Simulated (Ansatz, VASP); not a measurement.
Two plane-wave programs on ZnO

The input INCAR:

```
PREC = Accurate
ENCUT = 600
EDIFF = 1E-6
ISMEAR = 0
SIGMA = 0.01
LREAL = False
LASPH = True
NELM = 100
ALGO = Normal
ISIF = 3
LWAVE = False
LCHARG = False
GGA = PE
IBRION = 2
NSW = 80
EDIFFG = -0.001
```

File KPOINTS:

```
regular mesh
0
Gamma
  12 12 6
```

The input POSCAR:

```
ZnO
1.0
    3.2795288439      0.0000000000      0.0000000000
   -1.6397644219      2.8401552913      0.0000000000
    0.0000000000      0.0000000000      5.2929052876
Zn O
2 2
Direct
    0.3333333333      0.6666666667      0.0014933900
    0.6666666667      0.3333333333      0.5014933900
    0.3333333333      0.6666666667      0.3806066000
    0.6666666667      0.3333333333      0.8806066000
```

Input for Ansatz:

```yaml
crystal:
  lattice:
    - [3.2795288179, 0.0, 0.0]
    - [-1.6397644089, 2.8401552687, 0.0]
    - [0.0, 0.0, 5.2929053609]
  atoms:
    - { symbol: Zn, position: [0.3333333333, 0.6666666667, 0.0014933897] }
    - { symbol: Zn, position: [0.6666666667, 0.3333333333, 0.5014933897] }
    - { symbol: O, position: [0.3333333333, 0.6666666667, 0.3806066003] }
    - { symbol: O, position: [0.6666666667, 0.3333333333, 0.8806066003] }
basis:
  ecutwfc: 420
kpoints:
  mp_grid: { grid: [12, 12, 6] }
hamiltonian:
  xc: pbe
scf:
  occupations: { method: fixed }
output:
  forces: true
  stress: true
  eigenvalues: true
relax:
  adjacent_minimum: "off"
  f_tol: 0.001
  max_steps: 60
  cell: { stress_tol: 0.01 }
```

Alike in both runs: task relaxation of cell and atoms; functional PBE; k mesh 12 × 12 × 6; no spin polarisation.

|  | VASP | Ansatz |
| --- | --- | --- |
| version | VASP 6.6.1 | Ansatz 0.2.0 |
| potentials or method | VASP PAW PBE potentials, release 64 (Zn, O), cutoff 600 eV | scalar-relativistic, plane waves, PAW |
| occupations | gaussian, width 0.01 eV | fixed |
| valence electrons in the cell | 36 | 36 |

VASP gave:

```
gap on the k mesh at the Fermi level, each at its own relaxed structure (eV) : 0.72
relaxed volume (Å³/atom)                                                     : 12.39
relaxed length of the cell vector where the two differ most in proportion (Å)              : 3.285
```

Task: Which values does Ansatz return?

Result: gap on the k mesh at the Fermi level, each at its own relaxed structure (eV): 0.74; relaxed volume (Å³/atom): 12.33; relaxed length of the cell vector where the two differ most in proportion (Å): 3.279.
